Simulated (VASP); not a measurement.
Input of a VASP 6.6.1 run:

Contents of INCAR:

```
ALGO = Normal
EDIFF = 1E-6
ENCUT = 520
GGA = PE
ISIF = 2
ISMEAR = 0
LASPH = T
LCHARG = F
LREAL = F
LWAVE = F
NBANDS = 25
NELM = 100
PREC = Accurate
SIGMA = 0.05
```

Contents of KPOINTS:

```
k-points
0
Gamma
  6 6 6
```

Contents of POSCAR:

```
CO2
1.0
    4.2272127900      0.0000000000      0.0000000000
    0.0000000000      4.2272127900      0.0000000000
    0.0000000000      0.0000000000      4.6877715900
C O
2 4
Direct
    0.5000000000      0.5000000000      0.5000000000
    0.0000000000      0.0000000000      0.0000000000
    0.3048268600      0.6951731400      0.5000000000
    0.6951731400      0.3048268600      0.5000000000
    0.1951731400      0.1951731400      0.0000000000
    0.8048268600      0.8048268600      0.0000000000
```

Potentials or basis: VASP PAW PBE potentials, release 64 (C, O).

Launch:

```bash
$ cat potpaw_PBE.64/C/POTCAR potpaw_PBE.64/O/POTCAR > POTCAR
$ mpirun -np 1 vasp_std > vasp.out
```

Question: Estimate the band gap on the k mesh.

Answer: 6.57 eV, indirect (least direct gap 7.04 eV).

Question: What does it give for the pressure?

Answer: 4.1 GPa.

Stress tensor (GPa, compression positive):
```
5.25 0.00 0.00
0.00 5.25 0.00
0.00 0.00 1.72
```

A k mesh can miss the band edges. Expect the measured gap to be larger: semilocal functionals such as PBE lack the derivative discontinuity.
